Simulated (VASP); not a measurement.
The system is ZrB.

```
Zr B
1.0
     0.00000    2.32500    2.32500
     2.32500    0.00000    2.32500
     2.32500    2.32500    0.00000
Zr B
1 1
Cartesian
  0.0000 0.0000 0.0000
  2.3250 2.3250 2.3250
```

Program: VASP 6.6.1. Alike in all runs: task single point; cell as given.

**Question.** Order these runs on this cell by their pressure, lowest first.
A. level PBE; potentials or basis VASP PAW PBE potentials, release 64 (Zr_sv, B); spin off; k mesh 10 × 10 × 10; cutoff (eV) 500; smearing gaussian 0.014 eV
B. level PBEsol+U; potentials or basis VASP PAW PBE potentials, release 64 (Zr_sv, B); spin non-collinear, zero start, SOC; U Zr d U = 4.0 eV; k mesh 10 × 10 × 10; cutoff (eV) 520; smearing fermi-dirac 0.1 eV
C. level r2SCAN; potentials or basis VASP PAW PBE potentials, release 64 (Zr_sv, B); spin non-collinear, zero start, SOC; k mesh 7 × 7 × 7; cutoff (eV) 520; smearing fermi-dirac 0.05 eV
D. level LDA; potentials or basis VASP PAW LDA potentials, release 64 (Zr_sv, B); spin off; k mesh 10 × 10 × 10; cutoff (eV) 520; smearing fermi-dirac 0.05 eV
E. level PBE0+D3(BJ); potentials or basis VASP PAW PBE potentials, release 64 (Zr_sv, B); spin off; k mesh 5 × 5 × 5; cutoff (eV) 520; smearing methfessel-paxton 0.1 eV; grid for exact exchange (PRECFOCK) Normal

**Answer.** D (25.5 GPa), E (28.0 GPa), A (34.6 GPa), C (36.6 GPa), B (42.8 GPa).

Caveats: some runs use coarse meshes; the PAW data sets were made with another functional, which shifts forces and pressure a little (some runs); three body term missing (some runs); pairwise dispersion overbinds metals, which lowers pressure and volume (some runs); the U is typed as a test and isn't derived for this compound (some runs).
